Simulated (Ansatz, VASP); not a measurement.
# GaN in VASP and in Ansatz

```
Ga N
1.0
     3.18000    0.00000    0.00000
    -1.59000    2.72642    0.00000
     0.00000    0.00000    5.16600
Ga N
2 2
Cartesian
  0.0000 1.8176 0.0000
  1.5900 0.9088 2.5830
  0.0000 1.8176 1.9373
  1.5900 0.9088 4.5203
```

Change from the starting cell: strain -0.0100 x Voigt [0, 1, 0, 0, 0, 0], atoms carried along.

Alike in both runs: task single point; functional r2SCAN; k mesh 12 × 12 × 6; occupations gaussian, width 0.05 eV; no spin polarisation.

|  | VASP | Ansatz |
| --- | --- | --- |
| version | VASP 6.6.1 | Ansatz 0.2.0 |
| potentials or method | VASP PAW PBE potentials, release 64 (Ga_d, N), cutoff 520 eV | scalar-relativistic, plane waves, PAW |
| valence electrons in the cell | 36 | 36 |

Ansatz gave:

```
gap on the k mesh at the Fermi level (eV)                     : 2.42
least direct gap on the mesh (eV)                             : 2.42
pressure (GPa)                                                : 3.1
traceless stress, the component that is largest in VASP (GPa) : 1.67
rms of the force components (eV/Å)                            : 0.074
```

Question: Which values does VASP return?

Answer: gap on the k mesh at the Fermi level (eV): 2.41; least direct gap on the mesh (eV): 2.41; pressure (GPa): 4.3; traceless stress, the component that is largest in VASP (GPa): 1.71; rms of the force components (eV/Å): 0.073.

VASP's potentials were made for PBE, not for r2SCAN. Atom by atom the forces differ by 0.005 eV/Å (rms over components). The functional is the same, so the differences come from potentials, cutoffs and numerics.
